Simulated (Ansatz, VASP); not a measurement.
# One calculation of Na3Al, two programs

File INCAR:

```
PREC = Accurate
ENCUT = 520
EDIFF = 1E-6
ISMEAR = 1
SIGMA = 0.1
LREAL = False
LASPH = True
NELM = 60
ALGO = Normal
ISIF = 2
LWAVE = False
LCHARG = False
GGA = PE
NBANDS = 20
```

File KPOINTS:

```
Automatic mesh
0
Gamma
  5 5 5
```

POSCAR

```
Na3Al
1.0
    0.0000000000      3.8999695404      3.8999695404
    3.8999695404      0.0000000000      3.8999695404
    3.8999695404      3.8999695404      0.0000000000
Na Al
3 1
Direct
    0.2500000000      0.2500000000      0.2500000000
    0.7500000000      0.7500000000      0.7500000000
    0.5000000000      0.5000000000      0.5000000000
    0.0000000000      0.0000000000      0.0000000000
```

Input for Ansatz:

```yaml
crystal:
  lattice:
    - [0.0, 3.899969540370859, 3.899969540370859]
    - [3.899969540370859, 0.0, 3.899969540370859]
    - [3.899969540370859, 3.899969540370859, 0.0]
  atoms:
    - { symbol: Na, position: [0.25, 0.25, 0.25] }
    - { symbol: Na, position: [0.75, 0.75, 0.75] }
    - { symbol: Na, position: [0.5, 0.5, 0.5] }
    - { symbol: Al, position: [0.0, 0.0, 0.0] }
basis:
  ecutwfc: 470.0
kpoints:
  mp_grid:
    grid: [5, 5, 5]
hamiltonian:
  xc: pbe
  pseudopotentials:
    kind: paw
scf:
  occupations:
    method: cold
output:
  stress: true
```

Alike in both runs: task single point; functional PBE; k mesh 5 × 5 × 5; no spin polarisation.

```csv
,VASP,Ansatz
version,VASP 6.6.1,Ansatz 0.2.0
potentials or method,"VASP PAW PBE potentials, release 64 (Na_pv, Al), cutoff 520 eV","plane waves, PAW"
occupations,"methfessel-paxton of order 1, width 0.1 eV",cold
valence electrons in the cell,24,30
```

|  | VASP | Ansatz | Ansatz less VASP |
| --- | --- | --- | --- |
| pressure (GPa) | -0.6 | -0.6 | -0.01 |

VASP's potentials hold 24 valence electrons a cell and Ansatz's 30, so a difference there can come from the potentials and not from the codes.
